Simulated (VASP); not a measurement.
# GaN (P6_3mc) in VASP: single point with PBE

Aim: the single point of GaN with PBE.

Everything below comes from runs of VASP 6.6.1. Logs are shortened: lines on timing, memory, paths and dates and some standing lists are left out, and cuts for length are marked.

## 1. The cell of the first run

The structure is hexagonal, space group P6_3mc (No. 186). The conventional cell has a = 3.180 Å, b = 3.180 Å, c = 5.166 Å, α = 90.00°, β = 90.00°, γ = 120.00°. Within 2.6 Å of Ga (site symmetry 3m) lie 4 N at 1.94 to 1.95 Å. N (site symmetry 3m) has 4 Ga at 1.94 to 1.95 Å within 2.6 Å.

## 2. Single point, PBE

File INCAR:

```
ALGO = Normal
EDIFF = 1E-7
ENCUT = 520
GGA = PE
ISIF = 2
ISMEAR = 0
LASPH = True
LCHARG = False
LREAL = False
LWAVE = False
NBANDS = 26
NELM = 60
PREC = Accurate
SIGMA = 0.05
```

File KPOINTS:

```
k-points
0
Gamma
  12 12 6
```

File POSCAR:

```
GaN
1.0
    3.1800000000      0.0000000000      0.0000000000
   -1.5900000000      2.7539607840      0.0000000000
    0.0000000000      0.0000000000      5.1660000000
Ga N
2 2
Direct
    0.3333333333      0.6666666667      0.0000000000
    0.6666666667      0.3333333333      0.5000000000
    0.3333333333      0.6666666667      0.3750000000
    0.6666666667      0.3333333333      0.8750000000
```

Potentials or basis: VASP PAW PBE potentials, release 64 (Ga_d, N).

Command:

```
cat potpaw_PBE.64/Ga_d/POTCAR potpaw_PBE.64/N/POTCAR > POTCAR
mpirun -np 1 vasp_std > vasp.out
```

OUTCAR:

```text
EDIFF = 1E-7
   ENCUT = 520
   GGA = PE
   ISIF = 2
   ISMEAR = 0
   LASPH = True
   LREAL = False
   NELM = 60
   PREC = Accurate

 ion  position               nearest neighbor table
   1  0.333  0.667  0.000-   3 1.94   4 1.95   4 1.95   4 1.95
   2  0.667  0.333  0.500-   4 1.94   3 1.95   3 1.95   3 1.95
   3  0.333  0.667  0.375-   1 1.94   2 1.95   2 1.95   2 1.95
   4  0.667  0.333  0.875-   2 1.94   1 1.95   1 1.95   1 1.95

  LATTYP: Found a hexagonal cell.
 ALAT       =     3.1800000000
 C/A-ratio  =     1.6245283019

  Lattice vectors:

 A1 = (   3.1800000000,   0.0000000000,   0.0000000000)
 A2 = (  -1.5900000000,   2.7539607840,   0.0000000000)
 A3 = (   0.0000000000,   0.0000000000,   5.1660000000)

Analysis of symmetry for initial positions (statically):
=====================================================================
 Subroutine PRICEL returns:
 Original cell was already a primitive cell.

 Routine SETGRP: Setting up the symmetry group for a
 hexagonal supercell.

 Subroutine GETGRP returns: Found 12 space group operations
 (whereof  6 operations were pure point group operations)
 out of a pool of 24 trial point group operations.

The static configuration has the point symmetry C_3v.
 The point group associated with its full space group is C_6v.

Analysis of symmetry for dynamics (positions and initial velocities):
=====================================================================
 Subroutine PRICEL returns:
 Original cell was already a primitive cell.

 Routine SETGRP: Setting up the symmetry group for a
 hexagonal supercell.

 Subroutine GETGRP returns: Found 12 space group operations
 (whereof  6 operations were pure point group operations)
 out of a pool of 24 trial point group operations.

The dynamic configuration has the point symmetry C_3v.
 The point group associated with its full space group is C_6v.

 Subroutine INISYM returns: Found 12 space group operations
 (whereof  6 operations are pure point group operations),
 and found     1 'primitive' translations

----------------------------------------------------------------------------------------

                                     Primitive cell

  volume of cell :      45.2417

[... 84 lines left out ...]
   ISTART =      0    job   : 0-new  1-cont  2-samecut
   ICHARG =      2    charge: 1-file 2-atom 10-const
   ISPIN  =      1    spin polarized calculation?
   LNONCOLLINEAR =      F non collinear calculations
   LSORBIT =      F    spin-orbit coupling
   LASPH  =      T    aspherical Exc in radial PAW
   ENCUT  =  520.0 eV  38.22 Ry    6.18 a.u.   5.91  5.91  9.61*2*pi/ulx,y,z
   NELM   =     60;   NELMIN=  2; NELMDL= -5     # of ELM steps
   EDIFF  = 0.1E-06   stopping-criterion for ELM
   LREAL  =      F    real-space projection
   EDIFFG = 0.1E-05   stopping-criterion for IOM
   NSW    =      0    number of steps for IOM
   IBRION =     -1    ionic relax: 0-MD 1-quasi-New 2-CG
   NFREE  =      0    steps in history (QN), initial steepest desc. (CG)
   ISIF   =      2    stress and relaxation
   ISYM   =      2    0-nonsym 1-usesym 2-fastsym
   POTIM  = 0.5000    time-step for ionic-motion
   TEBEG  =    0.0;   TEEND  =   0.0 temperature during run
   PSTRESS=    0.0 pullay stress
   NELECT =      36.0000    total number of electrons
   NUPDOWN=      -1.0000    fix difference up-down
   EMIN   =  10.00;   EMAX   =-10.00  energy-range for DOS
   EFERMI =   0.00;   METHOD = LEGACY
   ISMEAR =     0;   SIGMA  =   0.05  broadening in eV -4-tet -1-fermi 0-gaus
   EFERMI_NEDOS =   21; number of points for ismear=-14 and -15
   IALGO  =     38    algorithm
   IMIX   =      4    mixing-type and parameters
     AMIX     =   0.40;   BMIX     =  1.00
     AMIX_MAG =   1.60;   BMIX_MAG =  1.00
  volume/ion in A,a.u.               =      11.31        76.33
  Fermi-wavevector in a.u.,A,eV,Ry     =   1.517036  2.866782 31.312427  2.301398
  Thomas-Fermi vector in A             =   2.626345
   LORBIT       =      0    0 simple, 1 ext, 2 COOP (PROOUT), +10 PAW based schemes
   GGA     = PE    functional components
   LHFCALC =     F    Hartree Fock is set to
   AEXX    =    0.0000 exact exchange contribution
   IVDW    =     0    specifies the selected vdW correction
   LEPSILON=     F    determine dielectric tensor
   LRPA    =     F    only Hartree local field effects (RPA)
 non-spin polarized calculation
 Gauss-broadening in eV      SIGMA  =   0.05
  energy-cutoff  :      520.00
  volume of cell :       45.24
 maximum number of plane-waves:      1236
 NGX is ok and might be reduce to    24
   NGX = 11   NGY = 11   NGZ = 19

 number of electron      36.0000002 magnetization

 Free energy of the ion-electron system (eV)
  ---------------------------------------------------
  ext. energy  EPLUGINS =         0.00000000
  ---------------------------------------------------
  free energy    TOTEN  =       -24.28509766 eV

  energy without entropy =      -24.28509766  energy(sigma->0) =      -24.28509766

 E-fermi :   5.6480     XC(G=0): -11.7222

 val. band max:        5.4320811250   @ k =   0.0000   0.0000   0.0000
 cond. band min:       7.4048885655   @ k =   0.0000   0.0000   0.0000
 fundamental gap:      1.9728074405
 Fermi energy:         5.6479712827

 k-point     1 :       0.0000    0.0000    0.0000
  band No.  band energies     occupation
      1     -10.6380      2.00000
      2      -9.6779      2.00000
      3      -8.0237      2.00000
      4      -8.0024      2.00000
      5      -8.0024      2.00000
      6      -7.9378      2.00000
[... 685 lines left out ...]
     25      16.8484      0.00000
     26      18.6312      0.00000

 [... further k-points ...]
[... 5 lines left out ...]
  --------------------------------------------------------------------------------------
  -------------------------------------------------------------------------------------
  Total        1.8640626      1.8640626      2.4779999      0.0000000      0.0000000      0.0000000
  in kB       66.0133536     66.0133536     87.7551469      0.0000000      0.0000000      0.0000000
  external PRESSURE =      73.2606180 kB  Pullay stress =       0.0000000 kB

 VOLUME and BASIS-vectors are now :
 -----------------------------------------------------------------------------
  energy-cutoff  :      520.00
  volume of cell :       45.24
      direct lattice vectors                 reciprocal lattice vectors
     3.180000000  0.000000000  0.000000000     0.314465409  0.181556688  0.000000000
    -1.590000000  2.753960784  0.000000000     0.000000000  0.363113377  0.000000000
     0.000000000  0.000000000  5.166000000     0.000000000  0.000000000  0.193573364

 POSITION                                       TOTAL-FORCE (eV/Angst)
 -----------------------------------------------------------------------------------
     -0.00000      1.83597      0.00000         0.000000     -0.000000     -0.134645
      1.59000      0.91799      2.58300        -0.000000      0.000000     -0.134645
     -0.00000      1.83597      1.93725         0.000000     -0.000000      0.134645
      1.59000      0.91799      4.52025        -0.000000      0.000000      0.134645
 -----------------------------------------------------------------------------------
    total drift:                               -0.000001     -0.000001     -0.000246

  FREE ENERGIE OF THE ION-ELECTRON SYSTEM (eV)
  ---------------------------------------------------
  free  energy   TOTEN  =       -24.2850976644 eV

  energy  without entropy=      -24.2850976644  energy(sigma->0) =      -24.28509766
```

OSZICAR:

```text
N       E                     dE             d eps       ncg     rms          rms(c)
DAV:   1     0.279217791250E+03    0.27922E+03   -0.17688E+04  4364   0.260E+03
DAV:   2     0.753062063384E+01   -0.27169E+03   -0.25656E+03  4280   0.489E+02
DAV:   3    -0.271555458490E+02   -0.34686E+02   -0.34214E+02  4682   0.143E+02
DAV:   4    -0.283104906622E+02   -0.11549E+01   -0.11497E+01  4624   0.279E+01
DAV:   5    -0.283353498632E+02   -0.24859E-01   -0.24836E-01  4886   0.389E+00    0.110E+01
DAV:   6    -0.242043369066E+02    0.41310E+01   -0.10011E+01  6534   0.494E+01    0.306E+00
DAV:   7    -0.243031498696E+02   -0.98813E-01   -0.14324E+00  4172   0.904E+00    0.272E+00
DAV:   8    -0.242977794190E+02    0.53705E-02   -0.13820E-01  6400   0.503E+00    0.749E-01
DAV:   9    -0.242845810111E+02    0.13198E-01   -0.45639E-02  6438   0.365E+00    0.334E-01
DAV:  10    -0.242851407421E+02   -0.55973E-03   -0.38676E-03  4166   0.415E-01    0.618E-02
DAV:  11    -0.242850974056E+02    0.43336E-04   -0.44001E-04  5814   0.393E-01    0.374E-02
DAV:  12    -0.242850961272E+02    0.12784E-05   -0.48712E-05  4694   0.604E-02    0.153E-02
DAV:  13    -0.242850976590E+02   -0.15318E-05   -0.20657E-05  6114   0.517E-02    0.153E-02
DAV:  14    -0.242850976455E+02    0.13561E-07   -0.37783E-06  4140   0.154E-02    0.714E-03
DAV:  15    -0.242850976644E+02   -0.18947E-07   -0.24009E-07  4242   0.363E-03
   1 F= -.24285098E+02 E0= -.24285098E+02  d E =-.522603E-12
```

stdout:

```text
POSCAR found type information on POSCAR GaN
 POSCAR found :  2 types and       4 ions
 scaLAPACK will be used
 LDA part: xc-table for (Slater+PW92), standard interpolation
 POSCAR, INCAR and KPOINTS ok, starting setup
 FFT: planning ... GRIDC
 FFT: planning ... GRID_SOFT
 FFT: planning ... GRID
 WAVECAR not read
 entering main loop
```

It took 62 s on 1 thread of Intel Xeon Platinum 8375C at 2.90GHz (Ice Lake), shared host; peak memory 0.21 GiB.

What came out:

| Property | Result |
| --- | --- |
| Free energy | -24.2851 eV |
| Pressure | 7.3 GPa |
| Largest force | 0.135 eV/Å |
| Band gap on the k mesh | 1.97 eV, direct |

Forces in eV/Å, atoms in the order of the input:
```
Ga   0.000  0.000 -0.135
Ga   0.000  0.000 -0.135
N    0.000  0.000  0.135
N    0.000  0.000  0.135
```

Stress tensor (GPa, compression positive):
```
6.60 0.00 0.00
0.00 6.60 0.00
0.00 0.00 8.78
```

PBE gaps usually lie below the measured ones, often by a third to a half.
